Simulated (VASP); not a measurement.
Write the native input for VASP 6.6.1 that does the following.

| Item | Value |
| --- | --- |
| Task | single point |
| Functional | PBE |
| Potentials or basis | VASP PAW PBE potentials, release 64 (W_sv, Te) |
| Cutoff | 520 eV |
| k mesh | 6 × 6 × 6 |
| Occupations | gaussian, width 0.1 eV |
| Spin | collinear spin, ferromagnetic start |
| Starting moments | [1.0, 0.0] μB |
| Dipole correction | no |
| Further INCAR settings | ALGO = Normal; EDIFF = 1e-07; NBANDS = 21 |

The structure of TeW lies in POSCAR:

```
TeW
1.0
    0.0000000000      2.7406921582      2.7406921582
    2.7406921582      0.0000000000      2.7406921582
    2.7406921582      2.7406921582      0.0000000000
W Te
1 1
Direct
    0.0000000000      0.0000000000      0.0000000000
    0.5000000000      0.5000000000      0.5000000000
```

The input as run:

INCAR

```
  PREC = Accurate
  ENCUT = 520
  EDIFF = 1E-7
  ISMEAR = 0
  SIGMA = 0.1
  LREAL = False
  LASPH = True
  NELM = 150
  ALGO = Normal
  ISIF = 2
  LWAVE = False
  LCHARG = True
  ISPIN = 2
  MAGMOM = 1 0
  LORBIT = 11
  LMAXMIX = 4
  GGA = PE
  LELF = True
  LVHAR = True
  NBANDS = 21
```

KPOINTS

```
Automatic mesh
0
Gamma
  6 6 6
```

Potentials or basis: VASP PAW PBE potentials, release 64 (W_sv, Te).

Launch:

```sh
$ cat potpaw_PBE.64/W_sv/POTCAR potpaw_PBE.64/Te/POTCAR > POTCAR
$ mpirun -np 1 vasp_std > vasp.out
```

It gave:

```
Pressure                                              : 9.7 GPa
Net moment                                            : 1.10 μB per cell
Site moments                                          : W +0.91; Te -0.01 μB
Valence electrons inside the program's atomic spheres : W 12.04; Te 3.51
```

Wall time 62 s on 1 thread of Intel(R) Xeon(R) 6975P-C (Granite Rapids) (shared host), peak memory 0.2 GiB.
